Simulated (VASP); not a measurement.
Here is a VASP 6.6.1 calculation.

INCAR

```
ALGO = Normal
DIPOL = 0.5 0.5 0.291
EDIFF = 1E-6
ENCUT = 520
GGA = PE
IDIPOL = 3
ISIF = 2
ISMEAR = 0
ISPIN = 2
IVDW = 12
LASPH = T
LCHARG = F
LDIPOL = T
LORBIT = 11
LREAL = F
LWAVE = F
MAGMOM = 0 0 1
NBANDS = 26
NELM = 150
PREC = Accurate
SIGMA = 0.1
```

File KPOINTS:

```
k-points
0
Gamma
  9 9 1
```

Contents of POSCAR:

```
Ge2H
1.0
    4.0226895460      0.0000000000      0.0000000000
   -2.0113447730      3.4837513384      0.0000000000
    0.0000000000      0.0000000000     17.6842610184
Ge H
2 1
Direct
    0.3333333333      0.6666666667      0.2648830513
    0.6666666667      0.3333333333      0.2261898304
    0.3333333333      0.6666666667      0.3819362885
```

Potentials or basis: VASP PAW PBE potentials, release 64 (Ge_d, H).

The run is started by

```sh
$ cat potpaw_PBE.64/Ge_d/POTCAR potpaw_PBE.64/H/POTCAR > POTCAR
$ mpirun -np 1 vasp_std > vasp.out
```

**Question.** Estimate the dispersion energy per atom.

**Answer.** -0.124 eV.

**Question.** What does it give for the net moment?

**Answer.** 1.00 μB per cell.

**Question.** What does it give for the band gap on the k mesh?

**Answer.** 0.41 eV.

**Question.** What does it give for the site moments?

**Answer.** Ge +0.01, +0.28; H +0.14 μB.

Forces on the atoms (eV/Å):
```
Ge   0.000  0.000  2.160
Ge   0.000  0.000 -0.210
H    0.000  0.000 -1.950
```
